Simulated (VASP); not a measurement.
# Hg2SbP3 (P-3m1) in VASP: single point with r2SCAN+rVV10

Aim: the single point of Hg2SbP3 with r2SCAN+rVV10.

Program: VASP 6.6.1. These are calculated values, not measurements. Logs are shortened: lines on timing, memory, paths and dates and some standing lists are left out, and cuts for length are marked.

## (1) The cell of the first run

The structure is trigonal, space group P-3m1 (No. 164). The conventional cell has a = 3.848 Å, b = 3.848 Å, c = 9.536 Å, α = 90.00°, β = 90.00°, γ = 120.00°. Within 3.6 Å of Hg (site symmetry 3m) lie 6 P at 2.70 to 2.78 Å. Within 3.6 Å of Sb (site symmetry -3m) lie 6 P at 2.71 Å. Within 3.6 Å of P (site symmetry 3m) lie 3 Sb at 2.71 Å and 3 Hg at 2.78 Å. P (site symmetry -3m) has 6 Hg at 2.70 Å within 3.6 Å.

## (2) Single point, r2SCAN+rVV10

Contents of POSCAR:

```
Hg2SbP3
1.0
    3.8482121668     -0.0000000025      0.0000000000
   -1.9241060812      3.3326494968      0.0000000000
    0.0000000000      0.0000000000      9.5356540974
Hg Sb P
2 1 3
Direct
    0.3333333333      0.6666666667      0.6612723311
    0.6666666667      0.3333333333      0.3387276689
    0.0000000000      0.0000000000      0.0000000000
    0.3333333333      0.6666666667      0.1634470364
    0.6666666667      0.3333333333      0.8365529636
    0.0000000000      0.0000000000      0.5000000000
```

Contents of INCAR.step1:

```
  ALGO = Normal
  EDIFF = 1E-4
  ENCUT = 520
  GGA = PE
  ISMEAR = -1
  LASPH = T
  LCHARG = F
  LREAL = F
  LWAVE = T
  NBANDS = 31
  NELM = 100
  PREC = Accurate
  SIGMA = 0.03
```

Contents of INCAR.step2:

```
  ALGO = Normal
  BPARAM = 11.95
  CPARAM = 0.0093
  EDIFF = 1E-6
  ENCUT = 520
  ISIF = 2
  ISMEAR = -1
  ISTART = 1
  IVDW_NL = 2
  LASPH = T
  LCHARG = F
  LMIXTAU = T
  LREAL = F
  LUSE_VDW = T
  LWAVE = F
  METAGGA = R2SCAN
  NBANDS = 31
  NELM = 100
  PREC = Accurate
  SIGMA = 0.03
```

Contents of KPOINTS:

```
k-points
0
Gamma
  12 12 4
```

Potentials or basis: VASP PAW PBE potentials, release 64 (Hg, Sb, P).

On the command line:

```sh
cat potpaw_PBE.64/Hg/POTCAR potpaw_PBE.64/Sb/POTCAR potpaw_PBE.64/P/POTCAR > POTCAR
cp INCAR.step1 INCAR
mpirun -np 1 vasp_std > vasp.out
cp INCAR.step2 INCAR
mpirun -np 1 vasp_std > vasp.out
```

OUTCAR:

```text
BPARAM = 11.95
   EDIFF = 1E-6
   ENCUT = 520
   ISIF = 2
   ISMEAR = -1
   ISTART = 1
   IVDW_NL = 2
   LASPH = T
   LREAL = F
   METAGGA = R2SCAN
   NELM = 100
   PREC = Accurate

 ion  position               nearest neighbor table
   1  0.333  0.667  0.661-   6 2.70   6 2.70   6 2.70   5 2.78   5 2.78   5 2.78   2 3.79   2 3.79
                             2 3.79
   2  0.667  0.333  0.339-   6 2.70   6 2.70   6 2.70   4 2.78   4 2.78   4 2.78   1 3.79   1 3.79
                             1 3.79
   3  0.000  0.000  0.000-   4 2.71   5 2.71   4 2.71   5 2.71   5 2.71   4 2.71
   4  0.333  0.667  0.163-   3 2.71   3 2.71   3 2.71   2 2.78   2 2.78   2 2.78
   5  0.667  0.333  0.837-   3 2.71   3 2.71   3 2.71   1 2.78   1 2.78   1 2.78
   6  0.000  0.000  0.500-   1 2.70   2 2.70   1 2.70   2 2.70   2 2.70   1 2.70

  LATTYP: Found a hexagonal cell.
 ALAT       =     3.8482121668
 C/A-ratio  =     2.4779439605

  Lattice vectors:

 A1 = (   3.8482121668,  -0.0000000025,   0.0000000000)
 A2 = (  -1.9241060812,   3.3326494968,   0.0000000000)
 A3 = (   0.0000000000,   0.0000000000,   9.5356540974)

Analysis of symmetry for initial positions (statically):
=====================================================================
 Subroutine PRICEL returns:
 Original cell was already a primitive cell.

 Routine SETGRP: Setting up the symmetry group for a
 hexagonal supercell.

 Subroutine GETGRP returns: Found 12 space group operations
 (whereof 12 operations were pure point group operations)
 out of a pool of 24 trial point group operations.

The static configuration has the point symmetry D_3d.

Analysis of symmetry for dynamics (positions and initial velocities):
=====================================================================
 Subroutine PRICEL returns:
 Original cell was already a primitive cell.

 Routine SETGRP: Setting up the symmetry group for a
 hexagonal supercell.

 Subroutine GETGRP returns: Found 12 space group operations
 (whereof 12 operations were pure point group operations)
 out of a pool of 24 trial point group operations.

The dynamic configuration has the point symmetry D_3d.

 Subroutine INISYM returns: Found 12 space group operations
 (whereof 12 operations are pure point group operations),
 and found     1 'primitive' translations

----------------------------------------------------------------------------------------

                                     Primitive cell

  volume of cell :     122.2923

  direct lattice vectors                    reciprocal lattice vectors
     3.848212167 -0.000000003  0.000000000     0.259860932  0.150030779  0.000000000
    -1.924106081  3.332649497  0.000000000     0.000000000  0.300061558  0.000000000
     0.000000000  0.000000000  9.535654097     0.000000000  0.000000000  0.104869576

  length of vectors
     3.848212167  3.848212167  9.535654097     0.300061558  0.300061558  0.104869576

  position of ions in fractional coordinates (direct lattice)
     0.333333333  0.666666667  0.661272331
     0.666666667  0.333333333  0.338727669
     0.000000000  0.000000000  0.000000000
     0.333333333  0.666666667  0.163447036
     0.666666667  0.333333333  0.836552964
     0.000000000  0.000000000  0.500000000

  ion indices of the primitive-cell ions
   primitive index   ion index
                 1           1
                 2           2
                 3           3
                 4           4
                 5           5
                 6           6

----------------------------------------------------------------------------------------

 KPOINTS: k-points

Automatic generation of k-mesh.
 Grid dimensions read from file:
 generate k-points for:   12   12    4

 Generating k-lattice:

  Cartesian coordinates                     Fractional coordinates (reciprocal lattice)
     0.021655078  0.012502565  0.000000000     0.083333333 -0.000000000  0.000000000
     0.000000000  0.025005130  0.000000000     0.000000000  0.083333333  0.000000000
     0.000000000  0.000000000  0.026217394     0.000000000  0.000000000  0.250000000

  Length of vectors
     0.025005130  0.025005130  0.026217394

  Shift w.r.t. Gamma in fractional coordinates (k-lattice)
     0.000000000  0.000000000  0.000000000

 Subroutine IBZKPT returns following result:
 ===========================================

 Found     69 irreducible k-points:

 Following reciprocal coordinates:
            Coordinates               Weight
  0.000000  0.000000  0.000000      1.000000
  0.083333  0.000000  0.000000      6.000000
  0.166667  0.000000  0.000000      6.000000
  0.250000  0.000000  0.000000      6.000000
  0.333333  0.000000  0.000000      6.000000
  0.416667  0.000000  0.000000      6.000000
[... 16 lines left out ...]
  0.166667  0.000000  0.250000      6.000000
 -0.000000  0.166667  0.250000      6.000000
 [... further k-points ...]
   k-points           NKPTS =     69   k-points in BZ     NKDIM =     69   number of bands    NBANDS=     31
   number of dos      NEDOS =    301   number of ions     NIONS =      6
   total plane-waves  NPLWV =  64800
   dimension x,y,z NGX =    30 NGY =   30 NGZ =   72
   dimension x,y,z NGXF=    60 NGYF=   60 NGZF=  144
   ions per type =               2   1   3
   NGX,Y,Z   is equivalent  to a cutoff of  12.96, 12.96, 12.55 a.u.
   NGXF,Y,Z  is equivalent  to a cutoff of  25.92, 25.92, 25.11 a.u.
 SYSTEM =  unknown system
   PREC   = accura    normal or accurate (medium, high low for compatibility)
   ISTART =      1    job   : 0-new  1-cont  2-samecut
   ICHARG =      0    charge: 1-file 2-atom 10-const
   ISPIN  =      1    spin polarized calculation?
   LNONCOLLINEAR =      F non collinear calculations
   LSORBIT =      F    spin-orbit coupling
   LASPH  =      T    aspherical Exc in radial PAW
   ENCUT  =  520.0 eV  38.22 Ry    6.18 a.u.   7.16  7.16 17.73*2*pi/ulx,y,z
   NELM   =    100;   NELMIN=  2; NELMDL=  0     # of ELM steps
   EDIFF  = 0.1E-05   stopping-criterion for ELM
   LREAL  =      F    real-space projection
   EDIFFG = 0.1E-04   stopping-criterion for IOM
   NSW    =      0    number of steps for IOM
   IBRION =     -1    ionic relax: 0-MD 1-quasi-New 2-CG
   NFREE  =      0    steps in history (QN), initial steepest desc. (CG)
   ISIF   =      2    stress and relaxation
   ISYM   =      2    0-nonsym 1-usesym 2-fastsym
   POTIM  = 0.5000    time-step for ionic-motion
   TEBEG  =    0.0;   TEEND  =   0.0 temperature during run
   PSTRESS=    0.0 pullay stress
   NELECT =      44.0000    total number of electrons
   NUPDOWN=      -1.0000    fix difference up-down
   EMIN   =  10.00;   EMAX   =-10.00  energy-range for DOS
   EFERMI =   0.00;   METHOD = LEGACY
   ISMEAR =    -1;   SIGMA  =   0.03  broadening in eV -4-tet -1-fermi 0-gaus
   EFERMI_NEDOS =   21; number of points for ismear=-14 and -15
   IALGO  =     38    algorithm
   IMIX   =      4    mixing-type and parameters
     AMIX     =   0.40;   BMIX     =  1.00
     AMIX_MAG =   1.60;   BMIX_MAG =  1.00
  volume/ion in A,a.u.               =      20.38       137.54
  Fermi-wavevector in a.u.,A,eV,Ry     =   1.164374  2.200349 18.446342  1.355768
  Thomas-Fermi vector in A             =   2.300913
   LORBIT       =      0    0 simple, 1 ext, 2 COOP (PROOUT), +10 PAW based schemes
   METAGGA = R2SCAN    functional components
   LHFCALC =     F    Hartree Fock is set to
   AEXX    =    0.0000 exact exchange contribution
   IVDW_NL    =     2    kernel type
   BPARAM     =11.9500
   IVDW    =     0    specifies the selected vdW correction
   LEPSILON=     F    determine dielectric tensor
   LRPA    =     F    only Hartree local field effects (RPA)
 non-spin polarized calculation
  energy-cutoff  :      520.00
  volume of cell :      122.29
 maximum number of plane-waves:      3339
 NGX is ok and might be reduce to    30
   NGX = 15   NGY = 15   NGZ = 35

 number of electron      43.9999996 magnetization

 Free energy of the ion-electron system (eV)
  ---------------------------------------------------
  ext. energy  EPLUGINS =         0.00000000
  ---------------------------------------------------
  free energy    TOTEN  =      -148.59763645 eV

  energy without entropy =     -148.58768343  energy(sigma->0) =     -148.59265994

 E-fermi :   5.9115     XC(G=0): -11.3090

 val. band max:        5.9051582340   @ k =   0.3333   0.0833   0.5000
 cond. band min:       5.9188874013   @ k =   0.0833   0.0000   0.5000
 fundamental gap:      0.0137291672
 Fermi energy:         5.9114852743

 k-point     1 :       0.0000    0.0000    0.0000
  band No.  band energies     occupation
      1      -8.3903      2.00000
      2      -6.2031      2.00000
      3      -6.0203      2.00000
      4      -2.0451      2.00000
      5      -1.9807      2.00000
      6      -1.9807      2.00000
[... 23 lines left out ...]
     30      11.3927      0.00000
     31      11.9208      0.00000

 k-point     2 :       0.0833    0.0000    0.0000
  band No.  band energies     occupation
      1      -8.3013      2.00000
      2      -6.1448      2.00000
      3      -5.9546      2.00000
      4      -2.2136      2.00000
      5      -2.0127      2.00000
      6      -1.9625      2.00000
[... 23 lines left out ...]
     30      11.7540      0.00000
     31      12.2240      0.00000

 k-point     3 :       0.1667    0.0000    0.0000
  band No.  band energies     occupation
      1      -8.0366      2.00000
      2      -5.9843      2.00000
      3      -5.7663      2.00000
      4      -2.4840      2.00000
      5      -1.9499      2.00000
      6      -1.9244      2.00000
[... 23 lines left out ...]
     30      11.7932      0.00000
     31      12.5860      0.00000

 k-point     4 :       0.2500    0.0000    0.0000
  band No.  band energies     occupation
      1      -7.6035      2.00000
      2      -5.7733      2.00000
      3      -5.4786      2.00000
      4      -2.7166      2.00000
      5      -1.9092      2.00000
      6      -1.8933      2.00000
[... 23 lines left out ...]
     30      12.0043      0.00000
     31      12.7418      0.00000

 k-point     5 :       0.3333    0.0000    0.0000
  band No.  band energies     occupation
      1      -7.0190      2.00000
      2      -5.5886      2.00000
      3      -5.1613      2.00000
      4      -3.0125      2.00000
      5      -1.9328      2.00000
      6      -1.8164      2.00000
[... 23 lines left out ...]
     30      12.0546      0.00000
     31      12.4332      0.00000
[... 542 lines left out ...]
     30      12.0704      0.00000
     31      12.2413      0.00000

 k-point    22 :       0.0000    0.0833    0.2500
  band No.  band energies     occupation
      1      -8.2804      2.00000
      2      -6.5104      2.00000
      3      -5.4937      2.00000
      4      -2.4896      2.00000
      5      -1.9716      2.00000
      6      -1.9637      2.00000
[... 23 lines left out ...]
     30      11.6909      0.00000
     31      12.1430      0.00000

 k-point    23 :       0.1667    0.0000    0.2500
  band No.  band energies     occupation
      1      -8.0171      2.00000
      2      -6.3041      2.00000
      3      -5.3737      2.00000
      4      -2.6281      2.00000
      5      -1.9268      2.00000
      6      -1.9250      2.00000
[... 23 lines left out ...]
     30      11.9017      0.00000
     31      12.4760      0.00000

 k-point    24 :      -0.0000    0.1667    0.2500
  band No.  band energies     occupation
      1      -8.0186      2.00000
      2      -6.2791      2.00000
      3      -5.4215      2.00000
      4      -2.4574      2.00000
      5      -1.9590      2.00000
      6      -1.9253      2.00000
[... 23 lines left out ...]
     30      11.9117      0.00000
     31      12.1140      0.00000

 [... further k-points ...]

------------------------ aborting loop because EDIFF is reached ----------------------------------------

  FORCE on cell =-STRESS in cart. coord.  units (eV):
  Direction    XX          YY          ZZ          XY          YZ          ZX
  --------------------------------------------------------------------------------------
  -------------------------------------------------------------------------------------
  Total        0.4283332      0.4283332      0.4663219      0.0000000      0.0000000      0.0000000
  in kB        5.6116843      5.6116843      6.1093814      0.0000000      0.0000000      0.0000000
  external PRESSURE =       5.7775834 kB  Pullay stress =       0.0000000 kB

 VOLUME and BASIS-vectors are now :
 -----------------------------------------------------------------------------
  energy-cutoff  :      520.00
  volume of cell :      122.29
      direct lattice vectors                 reciprocal lattice vectors
     3.848212167 -0.000000003  0.000000000     0.259860932  0.150030779  0.000000000
    -1.924106081  3.332649497  0.000000000     0.000000000  0.300061558  0.000000000
     0.000000000  0.000000000  9.535654097     0.000000000  0.000000000  0.104869576

 POSITION                                       TOTAL-FORCE (eV/Angst)
 -----------------------------------------------------------------------------------
      0.00000      2.22177      6.30566        -0.000000      0.000000      0.007563
      1.92411      1.11088      3.22999         0.000000      0.000000     -0.007563
      0.00000      0.00000      0.00000        -0.000000      0.000000      0.000000
      0.00000      2.22177      1.55857         0.000000     -0.000000     -0.045204
      1.92411      1.11088      7.97708        -0.000000      0.000000      0.045204
      0.00000      0.00000      4.76783        -0.000000      0.000000      0.000000
 -----------------------------------------------------------------------------------
    total drift:                               -0.000000     -0.000000     -0.000000

  FREE ENERGIE OF THE ION-ELECTRON SYSTEM (eV)
  ---------------------------------------------------
  free  energy   TOTEN  =      -148.5976364497 eV

  energy  without entropy=     -148.5876834255  energy(sigma->0) =     -148.59265994
```

It took 16 min on 1 thread of Intel Xeon Platinum 8488C (Sapphire Rapids), shared host; peak memory 0.66 GiB.

Results:

```yaml
Free_energy: -148.5976 eV
Pressure: 0.6 GPa
Largest_force: 0.045 eV/Å
Band_gap_on_the_k_mesh: zero (bands 22 and 23 overlap by 1.81 eV)
```

Forces on the atoms (eV/Å):
```
Hg   0.000  0.000  0.008
Hg   0.000  0.000 -0.008
Sb   0.000  0.000  0.000
P    0.000  0.000 -0.045
P    0.000  0.000  0.045
P    0.000  0.000  0.000
```

Levels at points of the mesh, in eV from the Fermi level:
| k point | band 19 | band 20 | band 21 | band 22 | band 23 | band 24 | band 25 | band 26 |
| --- | --- | --- | --- | --- | --- | --- | --- | --- |
| (0.00, 0.00, 0.00) | -0.58 | -0.58 | -0.52 | 0.48 | 0.48 | 1.85 | 2.72 | 2.72 |
| (0.50, 0.00, 0.00) | -3.22 | -1.53 | -1.44 | -1.03 | -0.72 | 1.05 | 1.14 | 4.14 |
| (0.00, 0.00, 0.50) | -0.75 | -0.75 | 0.78 | 0.78 | 0.83 | 1.51 | 2.33 | 2.33 |
| (0.50, 0.00, 0.50) | -3.46 | -1.95 | -1.46 | -0.87 | 0.46 | 0.63 | 2.50 | 3.00 |

Caveat: the PAW data sets were made with another functional, which shifts forces and pressure a little; spin-orbit coupling is left out, which moves the levels of the heavy elements.
